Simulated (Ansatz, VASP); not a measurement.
# CdSe: VASP beside Ansatz

```xyz
2
Lattice="0.0000 2.9862 3.1798 2.9862 0.0000 3.1798 2.9862 2.9862 0.0000" Properties=species:S:1:pos:R:3 pbc="T T T"
Cd    0.0000    0.0000    0.0000
Se    1.4931    1.4931    1.5899
```

Change from the starting cell: epitaxial_xy strain -2.7%.

Alike in both runs: task single point; functional r2SCAN; k mesh 8 × 8 × 8; no spin polarisation.

|  | VASP | Ansatz |
| --- | --- | --- |
| version | VASP 6.6.1 | Ansatz 0.2.0 |
| potentials or method | VASP PAW PBE potentials, release 64 (Cd, Se) | plane waves, PAW |
| plane-wave cutoff (eV) | 520 | 500 |
| occupations | gaussian, width 0.01 eV | fixed |
| valence electrons in the cell | 18 | 36 |

Ansatz gave:

```
gap on the k mesh at the Fermi level (eV)                     : 0.99
pressure (GPa)                                                : 0.8
traceless stress, the component that is largest in VASP (GPa) : -0.80
```

Task: What did VASP give for the same quantities?

Result: gap on the k mesh at the Fermi level (eV): 0.98; pressure (GPa): 1.1; traceless stress, the component that is largest in VASP (GPa): -0.79.

VASP's potentials were made for PBE, not for r2SCAN. VASP's potentials hold 18 valence electrons a cell and Ansatz's 36, so a difference there can come from the potentials and not from the codes.
